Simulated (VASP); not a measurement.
N: single point with PBEsol

N:

```
CELL_PARAMETERS angstrom
6.04467 1.14359 1.14359
1.14359 6.04467 1.14359
1.14359 1.14359 6.04467
ATOMIC_POSITIONS crystal
N 0.00006 0.00006 0.00006
N 0.49994 0.99994 0.50006
N 0.50006 0.49994 0.99994
N 0.99994 0.50006 0.49994
```

This cell differs from its parent crystal: ratio of the length along [111] to the lengths across it x 1.7, volume and fractional coordinates fixed.

```
Program                : VASP 6.6.1
Task                   : single point
Functional             : PBEsol
Potentials or basis    : VASP PAW PBE potentials, release 64 (N)
Cutoff                 : 520 eV
k mesh                 : 4 × 4 × 4
Occupations            : gaussian, width 0.05 eV
Spin                   : collinear spin, ferromagnetic start
Starting moments       : [3.24, 3.24, 3.24, 3.24] μB
Dipole correction      : no
Further INCAR settings : ALGO = Normal; EDIFF = 1e-07; NBANDS = 22
```

```json
{
 "Pressure": "0.2 GPa",
 "Band gap on the k mesh": "2.68 eV",
 "Net moment": "12.00 μB per cell",
 "Site moments": "N +1.95 μB",
 "Valence electrons inside the program's atomic spheres": "N 3.27"
}
```

Stress tensor (GPa, compression positive):
```
 0.24 -0.15 -0.15
-0.15  0.24 -0.15
-0.15 -0.15  0.24
```

Levels at points of the mesh, in eV from the valence-band top:
Spin up:
| k point | band 13 | band 14 | band 15 | band 16 | band 17 | band 18 | band 19 | band 20 |
| --- | --- | --- | --- | --- | --- | --- | --- | --- |
| (0.00, 0.00, 0.00) | -0.24 | -0.24 | 0.00 | 0.00 | 6.67 | 10.63 | 10.63 | 10.63 |
| (0.50, 0.00, 0.00) | -0.50 | -0.50 | -0.12 | -0.12 | 8.01 | 8.01 | 10.38 | 10.38 |
| (0.50, 0.50, 0.00) | -0.46 | -0.46 | -0.12 | -0.12 | 8.48 | 8.48 | 9.84 | 9.84 |
| (0.50, 0.50, 0.50) | -0.24 | -0.24 | 0.00 | 0.00 | 8.13 | 9.15 | 10.58 | 10.58 |
Spin down:
```tsv
k point	band 1	band 2	band 3	band 4	band 5	band 6	band 7	band 8	band 9
(0.00, 0.00, 0.00)	-7.79	-7.34	-7.34	-7.34	2.71	2.71	2.71	3.44	3.82
(0.50, 0.00, 0.00)	-7.57	-7.57	-7.35	-7.35	3.06	3.06	3.51	3.51	3.63
(0.50, 0.50, 0.00)	-7.57	-7.57	-7.35	-7.35	3.02	3.02	3.42	3.42	3.58
(0.50, 0.50, 0.50)	-7.77	-7.35	-7.35	-7.35	2.68	2.68	2.68	2.99	3.90
```

It took 86 s on 1 thread of Intel(R) Xeon(R) 6975P-C (Granite Rapids) (shared host), peak memory 0.42 GiB.

Caveat: the PAW data sets were made with another functional, which shifts forces and pressure a little. A k mesh can miss the band edges.
